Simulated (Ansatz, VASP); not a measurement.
## Two plane-wave programs on Mo2Ru3

```
CELL_PARAMETERS angstrom
2.76040 0.00004 -0.00001
-1.38017 2.39060 -0.00001
-0.00015 -0.00001 22.08656
ATOMIC_POSITIONS crystal
Mo 0.33331 0.66665 0.19699
Mo 0.33334 0.66669 0.39902
Mo 0.33334 0.66667 0.60098
Mo 0.33332 0.66665 0.80301
Ru 0.33331 0.66665 0.00000
Ru 0.66662 0.33331 0.09714
Ru 0.66674 0.33338 0.29879
Ru 0.66667 0.33333 0.50000
Ru 0.66666 0.33333 0.70121
Ru 0.66669 0.33333 0.90286
```

Change from the starting cell: cell x1, atoms moved at random (sigma 0.05 Å) and cell strained at random (1.5 %), then relaxed without symmetry.

Alike in both runs: functional PBE; k mesh 12 × 12 × 1; occupations gaussian, width 0.2 eV; no spin polarisation.

Ansatz relaxed the structure, and its values are those at the end. VASP's run is a single point on that final structure, the one shown.

|  | VASP | Ansatz |
| --- | --- | --- |
| version | VASP 6.6.1 | Ansatz 0.2.0 |
| potentials or method | VASP PAW PBE potentials, release 64 (Mo_sv, Ru_pv), cutoff 520 eV | scalar-relativistic, plane waves, PAW |
| valence electrons in the cell | 140 | 152 |

Ansatz gave:

* gap on the k mesh at the Fermi level (eV): none
* pressure (GPa): 0.0
* rms of the force components (eV/Å): 0.000

**Question.** Estimate VASP's values.

**Answer.** gap on the k mesh at the Fermi level (eV): none; pressure (GPa): 0.2; rms of the force components (eV/Å): 0.003.

A gap of «none» marks a metal or a gap that the smearing closes. With one functional, cell and mesh, what is left measures potentials, basis and numerics. VASP's potentials hold 140 valence electrons a cell and Ansatz's 152, so a difference there can come from the potentials and not from the codes.
